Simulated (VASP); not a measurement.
Input of a VASP 6.6.1 run:

The input INCAR:

```
ALGO = Normal ; EDIFF = 1E-7
EDIFFG = -0.002 ; ENCUT = 600
GGA = CA ; IBRION = 2
ISIF = 3 ; ISMEAR = 0
LASPH = T ; LCHARG = F
LREAL = F ; LWAVE = F
NELM = 60 ; NSW = 100
PREC = Accurate ; SIGMA = 0.1
```

KPOINTS

```
k-points
0
Gamma
  12 12 6
```

The input POSCAR:

```
Y
1.0
    3.5482272144      0.0000000028      0.0000000000
   -1.7741136096      3.0728549047      0.0000000000
    0.0000000000      0.0000000000      5.4939794183
Y
2
Direct
    0.3333333333      0.6666666667      0.2500000000
    0.6666666667      0.3333333333      0.7500000000
```

Potentials or basis: VASP PAW LDA potentials, release 64 (Y_sv).

Run with:

```bash
$ cat potpaw_LDA.64/Y_sv/POTCAR > POTCAR
$ mpirun -np 1 vasp_std > vasp.out
```

(1) What does it give for the relaxed volume?

(2) Predict the relaxed cell.

(3) Predict the space group after relaxing (to 0.1 Å).

(4) Estimate the band gap on the k mesh.

Results:

(1) 29.86 Å³/atom.

(2) a = 3.544 Å, b = 3.544 Å, c = 5.489 Å, α = 90.00°, β = 90.00°, γ = 120.00°.

(3) P6_3/mmc (No. 194).

(4) zero (bands 11 and 12 overlap by 1.80 eV).
